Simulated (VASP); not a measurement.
Write the native input for VASP 6.6.1 that does the following.

```yaml
Task: single point
Functional: PBE
Potentials_or_basis: VASP PAW PBE potentials, release 64 (Zr_sv, S)
Cutoff: 500 eV
k_mesh: 12 × 12 × 4
Occupations: gaussian, width 0.02 eV
Spin: no spin polarisation
Dipole_correction: no
Further_INCAR_settings: ALGO = Normal; EDIFF = 1e-06; NBANDS = 19
```

The structure of ZrS2 lies in POSCAR:

```
ZrS2
1.0
    3.6794520202      0.0000000000      0.0000000000
   -1.8397260101      3.1864989215      0.0000000000
    0.0000000000      0.0000000000      6.3723253292
Zr S
1 2
Direct
    0.0000000000      0.0000000000      0.0000000000
    0.6666666667      0.3333333333      0.7724462163
    0.3333333333      0.6666666667      0.2275537837
```

This cell differs from its parent crystal: volume scaled by 0.94, then relaxed in part.

One way to write it, as run:

INCAR

```
PREC = Accurate
ENCUT = 500
EDIFF = 1E-6
ISMEAR = 0
SIGMA = 0.02
LREAL = F
LASPH = T
NELM = 120
ALGO = Normal
ISIF = 2
LWAVE = F
LCHARG = F
GGA = PE
NBANDS = 19
GGA_COMPAT = F
```

KPOINTS

```
regular mesh
0
Gamma
  12 12 4
```

Potentials or basis: VASP PAW PBE potentials, release 64 (Zr_sv, S).

Command:

```sh
$ cat potpaw_PBE.64/Zr_sv/POTCAR potpaw_PBE.64/S/POTCAR > POTCAR
$ mpirun -np 1 vasp_std > vasp.out
```

It gave:

| Item | Value |
| --- | --- |
| Pressure | 0.2 GPa |
| Largest force | 0.007 eV/Å |
| Band gap on the k mesh | 1.09 eV, indirect (least direct gap 1.68 eV) |

Caveat: this functional lacks dispersion, which binds the layers, so the pressure and a relaxed spacing across them are unreliable.

Run time: 46 s on 1 thread of Intel(R) Xeon(R) Platinum 8559C (Emerald Rapids), on a shared host, peak memory 0.23 GiB.
